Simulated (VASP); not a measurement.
## Al5Cu: relaxation of cell and atoms with PBE

Crystal: Al5Cu.

```
Al Cu
1.0
     2.85796    0.00000    0.00000
     0.00000    2.85796    0.00000
     0.00000    0.00000   11.38951
Al Cu
5 1
Direct
  0.00000 0.00000 0.82253
  0.50000 0.50000 0.00000
  0.00000 0.00000 0.17747
  0.50000 0.50000 0.35436
  0.50000 0.50000 0.64564
  0.00000 0.00000 0.50000
```

* Program: VASP 6.6.1
* Task: relaxation of cell and atoms
* Functional: PBE
* Potentials or basis: VASP PAW PBE potentials, release 64 (Al, Cu)
* Cutoff: 600 eV
* k mesh: 14 × 14 × 4
* Occupations: gaussian, width 0.1 eV
* Spin: no spin polarisation
* Dipole correction: no
* Further INCAR settings: ALGO = Fast; EDIFF = 1e-07; IBRION = 2; EDIFFG = -0.01; NSW = 100; ISIF = 3

| Item | Value |
| --- | --- |
| Relaxed volume | 15.56 Å³/atom |
| Relaxed cell | a = 2.828 Å, b = 2.828 Å, c = 11.675 Å, α = 90.00°, β = 90.00°, γ = 90.00° |
| Space group after relaxing (to 0.1 Å) | P4/mmm (No. 123) |
| Energy gained by relaxing | 4.7 meV/atom |
| Ionic steps | 12 |
| Pressure after relaxing | 0.0 GPa |
| Largest force after relaxing | 0.007 eV/Å |

Forces on the atoms (eV/Å):
```
Al   0.000  0.000 -0.007
Al   0.000  0.000  0.000
Al   0.000  0.000  0.007
Al   0.000  0.000 -0.003
Al   0.000  0.000  0.003
Cu   0.000  0.000  0.000
```

The path:
```
step  energy change (eV)  largest force (eV/Å)  pressure (GPa)  volume (Å³)
   1              0.0000                0.1355            0.31        93.03
   2             -0.0191                0.0775           -0.10        93.43
   3             -0.0255                0.0213           -0.62        94.03
   4             -0.0275                0.0381            0.23        93.09
   5             -0.0276                0.0347           -0.07        93.28
   6             -0.0278                0.0375            0.16        93.22
   7             -0.0278                0.0368            0.09        93.25
   8             -0.0278                0.0366            0.12        93.27
   9             -0.0281                0.0207            0.03        93.30
  10             -0.0281                0.0114            0.00        93.32
  11             -0.0281                0.0126            0.02        93.32
  12             -0.0282                0.0066            0.02        93.35
```

Final structure:
```
Al Cu
1.0
     2.82765    0.00000    0.00000
     0.00000    2.82765    0.00000
     0.00000    0.00000   11.67497
Al Cu
5 1
Direct
  0.00000 0.00000 0.82374
  0.50000 0.50000 0.00000
  0.00000 0.00000 0.17626
  0.50000 0.50000 0.35439
  0.50000 0.50000 0.64561
  0.00000 0.00000 0.50000
```

Levels at points of the mesh, in eV from the Fermi level:
| k point | band 11 | band 12 | band 13 | band 14 | band 15 | band 16 |
| --- | --- | --- | --- | --- | --- | --- |
| (0.00, 0.00, 0.00) | -2.15 | -0.31 | 5.49 | 5.72 | 6.05 | 6.05 |
| (0.50, 0.00, 0.00) | -2.86 | -2.48 | -2.33 | -1.37 | -1.31 | 2.17 |
| (0.50, 0.50, 0.00) | -1.47 | -1.12 | -1.11 | -0.41 | -0.34 | 0.43 |
| (0.00, 0.00, 0.50) | -3.17 | 1.66 | 2.77 | 5.72 | 6.21 | 6.21 |
| (0.50, 0.00, 0.50) | -3.44 | -3.05 | -2.26 | -0.24 | 0.06 | 0.40 |
| (0.50, 0.50, 0.50) | -1.15 | -0.38 | -0.26 | -0.23 | -0.23 | -0.06 |

Run time: 24 min on 1 thread of Oxide Virtual Turin-like Processor, with other jobs on the host, peak memory 0.35 GiB.

Caveat: the highest band is partly filled, so the run has too few bands.
